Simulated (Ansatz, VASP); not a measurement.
**Two plane-wave programs on AlNi**

```
Al Ni
1.0
     2.89432    0.00000    0.00000
     0.00000    2.89432    0.00000
     0.00000    0.00000    2.89010
Al Ni
1 1
Direct
  0.00000 0.00000 0.00000
  0.50000 0.50000 0.50000
```

Alike in both runs: functional PBE; k mesh 20 × 20 × 18; occupations gaussian, width 0.1 eV; no spin polarisation.

Ansatz relaxed the structure, and its values are those at the end. VASP's run is a single point on that final structure, the one shown.

```csv
,VASP,Ansatz
version,VASP 6.6.1,Ansatz 0.2.0
potentials or method,"VASP PAW PBE potentials, release 64 (Al, Ni), cutoff 520 eV","scalar-relativistic, plane waves, PAW"
valence electrons in the cell,13,21
```

|  | VASP | Ansatz | Ansatz less VASP |
| --- | --- | --- | --- |
| gap on the k mesh at the Fermi level (eV) | none | none | - |
| pressure (GPa) | -0.2 | 0.0 | +0.22 |

A gap of «none» marks a metal or a gap that the smearing closes. VASP's potentials hold 13 valence electrons a cell and Ansatz's 21, so a difference there can come from the potentials and not from the codes.
